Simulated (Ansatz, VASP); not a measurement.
## Cu: VASP beside Ansatz

The input INCAR:

```
AGGAC = 1.0 ; AGGAX = 1.0
ALDAC = 0.0 ; ALDAX = 1.0
ALGO = Normal ; EDIFF = 1E-6
ENCUT = 520 ; GGA = B5
ISIF = 2 ; ISMEAR = -1
LASPH = True ; LCHARG = False
LREAL = False ; LWAVE = False
NBANDS = 12 ; NELM = 100
PREC = Accurate ; SIGMA = 0.1
```

KPOINTS

```
k-points
0
Gamma
  14 14 14
```

The input POSCAR:

```
Cu
1.0
    2.3532984734      0.0000000000      0.0000000000
    0.0000000000      2.3532984734      0.0000000000
    0.0000000000      0.0000000000      2.3532984734
Cu
1
Direct
    0.0000000000      0.0000000000      0.0000000000
```

Input for Ansatz:

```yaml
crystal:
  lattice:
    - [2.3532984734, 0.0, 0.0]
    - [0.0, 2.3532984734, 0.0]
    - [0.0, 0.0, 2.3532984734]
  atoms:
    - { symbol: Cu, position: [0.0, 0.0, 0.0] }
hamiltonian:
  xc: blyp
  pseudopotentials:
    kind: paw
    azcp:
      Cu: "pseudopotentials/Cu.paw.azcp"
basis:
  ecutwfc: 420
  fft_grid_basis: typed
kpoints:
  mp_grid: { grid: [14, 14, 14], shift: [0, 0, 0] }
magnetization:
  spin_polarized: false
scf:
  occupations: { method: fermi_dirac, width: 0.1 }
  lower_state_search: "off"
output:
  stress: true
```

Alike in both runs: task single point; functional BLYP; k mesh 14 × 14 × 14; occupations fermi-dirac, width 0.1 eV; no spin polarisation.

```csv
,VASP,Ansatz
version,VASP 6.6.1,Ansatz 0.2.0
potentials or method,"VASP PAW PBE potentials, release 64 (Cu), cutoff 520 eV","plane waves (420 eV) with PAW, scalar-relativistic"
valence electrons in the cell,11,19
```

Ansatz gave:

- pressure (GPa): 14.8

Problem. Estimate VASP's values.

Solution. Pressure (GPa): 15.3.

VASP's potentials were made for PBE, not for BLYP. VASP's potentials hold 11 valence electrons a cell and Ansatz's 19, so a difference there can come from the potentials and not from the codes.
